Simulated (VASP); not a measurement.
# MgO (Fm-3m) in VASP: further runs, part 2 of 2

VASP 6.6.1. Earlier steps stand in the parts before.

## (3) Single point, PBE

Input file INCAR:

```
SYSTEM = MgO
  ALGO = Normal
  EDIFF = 1E-6
  ENCUT = 520
  GGA = PE
  ISIF = 2
  ISMEAR = 0
  LASPH = .TRUE.
  LCHARG = .FALSE.
  LREAL = .FALSE.
  LWAVE = .FALSE.
  NBANDS = 11
  NELM = 60
  PREC = Accurate
  SIGMA = 0.01
```

Input file KPOINTS:

```
k-points
0
G
  6 6 6
  0 0 0
```

Input file POSCAR:

```
MgO
1.0
    0.0000000000      2.1327005000      2.1327005000
    2.1327005000      0.0000000000      2.1327005000
    2.1327005000      2.1327005000      0.0000000000
Mg O
1 1
Direct
    0.0000000000      0.0000000000      0.0000000000
    0.5000000000      0.5000000000      0.5000000000
```

Potentials or basis: VASP PAW PBE potentials, release 64 (Mg, O).

On the command line:

```bash
$ cat potpaw_PBE.64/Mg/POTCAR potpaw_PBE.64/O/POTCAR > POTCAR
$ mpirun -np 1 vasp_std > vasp.out
```

OUTCAR:

```text
SYSTEM = MgO
   EDIFF = 1E-6
   ENCUT = 520
   GGA = PE
   ISIF = 2
   ISMEAR = 0
   LASPH = .TRUE.
   LREAL = .FALSE.
   NELM = 60
   PREC = Accurate

 ion  position               nearest neighbor table
   1  0.000  0.000  0.000-   2 2.13   2 2.13   2 2.13   2 2.13   2 2.13   2 2.13
   2  0.500  0.500  0.500-   1 2.13   1 2.13   1 2.13   1 2.13   1 2.13   1 2.13

  LATTYP: Found a face centered cubic cell.
 ALAT       =     4.2654010000

  Lattice vectors:

 A1 = (   0.0000000000,   2.1327005000,   2.1327005000)
 A2 = (   2.1327005000,   0.0000000000,   2.1327005000)
 A3 = (   2.1327005000,   2.1327005000,   0.0000000000)

Analysis of symmetry for initial positions (statically):
=====================================================================
 Subroutine PRICEL returns:
 Original cell was already a primitive cell.

 Routine SETGRP: Setting up the symmetry group for a
 face centered cubic supercell.

 Subroutine GETGRP returns: Found 48 space group operations
 (whereof 48 operations were pure point group operations)
 out of a pool of 48 trial point group operations.

The static configuration has the point symmetry O_h .

[... 161 lines left out ...]
      1     -14.1642      2.00000
      2       2.9102      2.00000
      3       2.9102      2.00000
      4       2.9102      2.00000
      5       7.2775      0.00000
      6      18.4948      0.00000
      7      18.4948      0.00000
      8      18.4948      0.00000
      9      22.3134      0.00000
     10      24.0441      0.00000
     11      24.0441      0.00000
[... 197 lines left out ...]
 k-point    16 :      -0.3333    0.5000    0.1667
  band No.  band energies     occupation
      1     -12.6927      2.00000
      2      -0.5111      2.00000
      3       0.7603      2.00000
      4       1.3056      2.00000
      5      13.3011      0.00000
      6      13.8866      0.00000
      7      15.0513      0.00000
      8      18.8885      0.00000
      9      22.5574      0.00000
     10      27.0435      0.00000
     11      28.4544      0.00000

------------------------ aborting loop because EDIFF is reached ----------------------------------------

  FORCE on cell =-STRESS in cart. coord.  units (eV):
  Direction    XX          YY          ZZ          XY          YZ          ZX
  --------------------------------------------------------------------------------------
  -------------------------------------------------------------------------------------
  Total       -0.2359599     -0.2359599     -0.2359599     -0.0000000      0.0000000     -0.0000000
  in kB      -19.4862948    -19.4862948    -19.4862948     -0.0000000      0.0000000     -0.0000000
  external PRESSURE =     -19.4862948 kB  Pullay stress =       0.0000000 kB

 VOLUME and BASIS-vectors are now :
 -----------------------------------------------------------------------------
  energy-cutoff  :      520.00
  volume of cell :       19.40
      direct lattice vectors                 reciprocal lattice vectors
     0.000000000  2.132700500  2.132700500    -0.234444546  0.234444546  0.234444546
     2.132700500  0.000000000  2.132700500     0.234444546 -0.234444546  0.234444546
     2.132700500  2.132700500  0.000000000     0.234444546  0.234444546 -0.234444546

 POSITION                                       TOTAL-FORCE (eV/Angst)
 -----------------------------------------------------------------------------------
      0.00000      0.00000      0.00000         0.000000      0.000000     -0.000000
      2.13270      2.13270      2.13270        -0.000000     -0.000000      0.000000
 -----------------------------------------------------------------------------------
    total drift:                               -0.000000     -0.000000      0.000000

  FREE ENERGIE OF THE ION-ELECTRON SYSTEM (eV)
  ---------------------------------------------------
  free  energy   TOTEN  =       -11.9102270905 eV

  energy  without entropy=      -11.9102270905  energy(sigma->0) =      -11.91022709
```

OSZICAR:

```text
N       E                     dE             d eps       ncg     rms          rms(c)
DAV:   1     0.904200885186E+01    0.90420E+01   -0.45485E+03   432   0.642E+02
DAV:   2    -0.130770399515E+02   -0.22119E+02   -0.21884E+02   411   0.126E+02
DAV:   3    -0.134657053034E+02   -0.38867E+00   -0.38854E+00   424   0.143E+01
DAV:   4    -0.134668252043E+02   -0.11199E-02   -0.11198E-02   397   0.855E-01
DAV:   5    -0.134668292145E+02   -0.40102E-05   -0.40102E-05   412   0.503E-02    0.719E+00
DAV:   6    -0.119304641840E+02    0.15364E+01   -0.90461E+00   361   0.163E+01    0.229E+00
DAV:   7    -0.119164451810E+02    0.14019E-01   -0.62287E-02   382   0.218E+00    0.135E+00
DAV:   8    -0.119106435617E+02    0.58016E-02   -0.30387E-02   373   0.194E+00    0.250E-01
DAV:   9    -0.119102463507E+02    0.39721E-03   -0.55875E-04   394   0.168E-01    0.142E-01
DAV:  10    -0.119102249525E+02    0.21398E-04   -0.51404E-04   382   0.170E-01    0.785E-03
DAV:  11    -0.119102271941E+02   -0.22416E-05   -0.30682E-06   403   0.137E-02    0.593E-03
DAV:  12    -0.119102270905E+02    0.10357E-06   -0.69165E-07   209   0.635E-03
   1 F= -.11910227E+02 E0= -.11910227E+02  d E =-.169840E-31
```

Run time: 3.3 s. Hardware: 1 thread of Intel Xeon Platinum 8375C at 2.90GHz (Ice Lake), shared host; peak memory 0.13 GiB.

What came out:

```yaml
Free_energy: -11.9102 eV
Pressure: -1.9 GPa
Band_gap_on_the_k_mesh: 4.37 eV, direct
```

Caveat: the k points lie up to 0.43 Å⁻¹ apart. PBE gaps usually lie below the measured ones, often by a third to a half.

## (4) Single point, PBEsol

Input file INCAR:

```
PREC     = Accurate       # precision mode
ENCUT    = 520            # plane-wave cutoff, eV
EDIFF    = 1E-6           # SCF threshold, eV
ISMEAR   = 0              # smearing method
SIGMA    = 0.01           # smearing width, eV
LREAL    = False          # projectors in reciprocal space
LASPH    = True           # aspherical terms in the spheres
NELM     = 60             # most SCF steps
ALGO     = Normal         # electronic algorithm
ISIF     = 2              # what is computed and relaxed
LWAVE    = False          # write WAVECAR
LCHARG   = False          # write CHGCAR
GGA      = PS             # functional
NBANDS   = 11             # bands
```

Input file KPOINTS:

```
regular mesh
0
Gamma
  6 6 6
```

POSCAR is that of step 3.

Potentials or basis: VASP PAW PBE potentials, release 64 (Mg, O).

On the command line:

```bash
$ cat potpaw_PBE.64/Mg/POTCAR potpaw_PBE.64/O/POTCAR > POTCAR
$ mpirun -np 1 vasp_std > vasp.out
```

OUTCAR:

```text
PREC = Accurate
   ENCUT = 520
   EDIFF = 1E-6
   ISMEAR = 0
   LREAL = False
   LASPH = True
   NELM = 60
   ISIF = 2
   GGA = PS

 ion  position               nearest neighbor table
   1  0.000  0.000  0.000-   2 2.13   2 2.13   2 2.13   2 2.13   2 2.13   2 2.13
   2  0.500  0.500  0.500-   1 2.13   1 2.13   1 2.13   1 2.13   1 2.13   1 2.13

  LATTYP: Found a face centered cubic cell.
 ALAT       =     4.2654010000

  Lattice vectors:

 A1 = (   0.0000000000,   2.1327005000,   2.1327005000)
[... 400 lines left out ...]
------------------------ aborting loop because EDIFF is reached ----------------------------------------

  FORCE on cell =-STRESS in cart. coord.  units (eV):
  Direction    XX          YY          ZZ          XY          YZ          ZX
  --------------------------------------------------------------------------------------
  -------------------------------------------------------------------------------------
  Total       -0.7102056     -0.7102056     -0.7102056      0.0000000      0.0000000     -0.0000000
  in kB      -58.6509520    -58.6509520    -58.6509520      0.0000000      0.0000000     -0.0000000
  external PRESSURE =     -58.6509520 kB  Pullay stress =       0.0000000 kB

 VOLUME and BASIS-vectors are now :
 -----------------------------------------------------------------------------
  energy-cutoff  :      520.00
  volume of cell :       19.40
      direct lattice vectors                 reciprocal lattice vectors
     0.000000000  2.132700500  2.132700500    -0.234444546  0.234444546  0.234444546
     2.132700500  0.000000000  2.132700500     0.234444546 -0.234444546  0.234444546
     2.132700500  2.132700500  0.000000000     0.234444546  0.234444546 -0.234444546

 POSITION                                       TOTAL-FORCE (eV/Angst)
 -----------------------------------------------------------------------------------
      0.00000      0.00000      0.00000        -0.000000     -0.000000      0.000000
      2.13270      2.13270      2.13270         0.000000      0.000000      0.000000
 -----------------------------------------------------------------------------------
    total drift:                               -0.000000     -0.000000      0.000000

  FREE ENERGIE OF THE ION-ELECTRON SYSTEM (eV)
  ---------------------------------------------------
  free  energy   TOTEN  =       -12.4988988773 eV

  energy  without entropy=      -12.4988988773  energy(sigma->0) =      -12.49889888
```

stdout:

```text
POSCAR found type information on POSCAR MgO
 POSCAR found :  2 types and       2 ions
 scaLAPACK will be used
 -----------------------------------------------------------------------------
|                                                                             |
|                                                                             |
|     You enforced a specific xc type in the INCAR file but a different       |
|     I HOPE YOU KNOW WHAT YOU ARE DOING!                                     |
|                                                                             |
 -----------------------------------------------------------------------------

 LDA part: xc-table for (Slater+PW92), standard interpolation
 POSCAR, INCAR and KPOINTS ok, starting setup
 FFT: planning ... GRIDC
 FFT: planning ... GRID_SOFT
 FFT: planning ... GRID
 WAVECAR not read
 entering main loop
```

Run time: 3.5 s. Hardware: 1 thread of Intel Xeon Platinum 8375C at 2.90GHz (Ice Lake), shared host; peak memory 0.13 GiB.

What came out:

```
Free energy            : -12.4989 eV
Pressure               : -5.9 GPa
Band gap on the k mesh : 4.28 eV, direct
```

Levels at points of the mesh, in eV from the valence-band top:
| k point | band 1 | band 2 | band 3 | band 4 | band 5 | band 6 | band 7 | band 8 |
| --- | --- | --- | --- | --- | --- | --- | --- | --- |
| (0.00, 0.00, 0.00) | -17.01 | 0.00 | 0.00 | 0.00 | 4.28 | 15.42 | 15.42 | 15.42 |
| (0.50, 0.00, 0.00) | -15.79 | -4.52 | -0.62 | -0.62 | 7.51 | 12.08 | 15.79 | 15.79 |
| (0.50, 0.50, 0.00) | -15.54 | -3.99 | -1.31 | -1.31 | 8.88 | 9.48 | 12.58 | 18.28 |

Caveat: the k points lie up to 0.43 Å⁻¹ apart; the PAW data sets were made with another functional, which shifts forces and pressure a little. PBEsol gaps usually lie below the measured ones, often by a third to a half.

## (5) The runs side by side

| level | potentials or basis | gap on the mesh (eV) | pressure (GPa) |
| --- | --- | --- | --- |
| LDA | VASP PAW LDA potentials, release 64 (Mg, O) | 4.30 | -12.8 |
| PBE | VASP PAW PBE potentials, release 64 (Mg, O) | 4.37 | -1.9 |
| PBEsol | VASP PAW PBE potentials, release 64 (Mg, O) | 4.28 | -5.9 |

Alike in all rows: task single point; no spin polarisation; cell as given; k mesh 6 × 6 × 6; cutoff (eV) 520; smearing gaussian 0.01 eV.

Caveats: all runs use coarse meshes; the PAW data sets were made with another functional, which shifts forces and pressure a little (some runs).

Total energies depend on the potentials used, so only differences within one code and one set of settings carry meaning.
